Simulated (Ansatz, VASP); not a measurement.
Given: the input of a run of Ansatz 0.2.0 on SnO2.

The input input.yaml:

```yaml
crystal:
  lattice:
    - [4.6902622069, 0.0, 0.0]
    - [0.0, 4.7672361241, 0.0]
    - [0.0, 0.0, 3.1747386606]
  atoms:
    - { symbol: Sn, position: [0.0, 0.0, 0.0] }
    - { symbol: Sn, position: [0.5, 0.5, 0.5] }
    - { symbol: O, position: [0.708145, 0.678958, 0.0] }
    - { symbol: O, position: [0.208145, 0.821042, 0.5] }
    - { symbol: O, position: [0.791855, 0.178958, 0.5] }
    - { symbol: O, position: [0.291855, 0.321042, 0.0] }
kpoints:
  mp_grid: { grid: [6, 6, 8] }
scf:
  occupations: { method: fermi_dirac, width: 0.05 }
hamiltonian:
  xc: pbesol
  pseudopotentials: { kind: all_electron, lapw: { basis_error: 0.001 } }
output:
  forces: true
  stress: true
  eigenvalues: true
```

Potentials or basis: all-electron LAPW, scalar-relativistic.

Launch:

```sh
$ ansatz run input.yaml --threads 4 --pin off --max-ram 12288MiB --backend cpu --events-out ev --progress --plain --runs-dir out
```

Problem. Translate it to VASP 6.6.1. Potentials there: VASP PAW PBE potentials, release 64 (Sn_d, O).

Solution. As run (the cutoff follows the program's own potentials):

File INCAR:

```
PREC     = Accurate       # precision mode
ENCUT    = 520            # plane-wave cutoff, eV
EDIFF    = 1E-6           # SCF threshold, eV
ISMEAR   = -1             # smearing method
SIGMA    = 0.05           # smearing width, eV
LREAL    = False          # projectors in reciprocal space
LASPH    = True           # aspherical terms in the spheres
NELM     = 100            # most SCF steps
ALGO     = Normal         # electronic algorithm
ISIF     = 2              # what is computed and relaxed
LWAVE    = False          # write WAVECAR
LCHARG   = False          # write CHGCAR
GGA      = PS             # functional
NBANDS   = 35             # bands
```

File KPOINTS:

```
Automatic mesh
0
Gamma
  6 6 8
```

Contents of POSCAR:

```
SnO2
1.0
    4.6902622069      0.0000000000      0.0000000000
    0.0000000000      4.7672361241      0.0000000000
    0.0000000000      0.0000000000      3.1747386606
Sn O
2 4
Direct
    0.0000000000      0.0000000000      0.0000000000
    0.5000000000      0.5000000000      0.5000000000
    0.7081450000      0.6789580000      0.0000000000
    0.2081450000      0.8210420000      0.5000000000
    0.7918550000      0.1789580000      0.5000000000
    0.2918550000      0.3210420000      0.0000000000
```

Potentials or basis: VASP PAW PBE potentials, release 64 (Sn_d, O).

Launch:

```console
$ cat potpaw_PBE.64/Sn_d/POTCAR potpaw_PBE.64/O/POTCAR > POTCAR
$ mpirun -np 1 vasp_std > vasp.out
```

Both were run:

|  | VASP | Ansatz | Ansatz less VASP |
| --- | --- | --- | --- |
| gap on the k mesh at the Fermi level (eV) | 1.34 | 1.35 | +0.011 |
| least direct gap on the mesh (eV) | 1.34 | 1.35 | +0.011 |
| pressure (GPa) | 6.5 | 5.8 | -0.73 |
| traceless stress, the component that is largest in VASP (GPa) | 1.92 | 1.67 | -0.253 |
| rms of the force components (eV/Å) | 0.081 | 0.072 | -0.0092 |

VASP's potentials were made for PBE, not for PBEsol. Atom by atom the forces differ by 0.010 eV/Å (rms over components). Ansatz ran all-electron here, and VASP with PAW potentials.
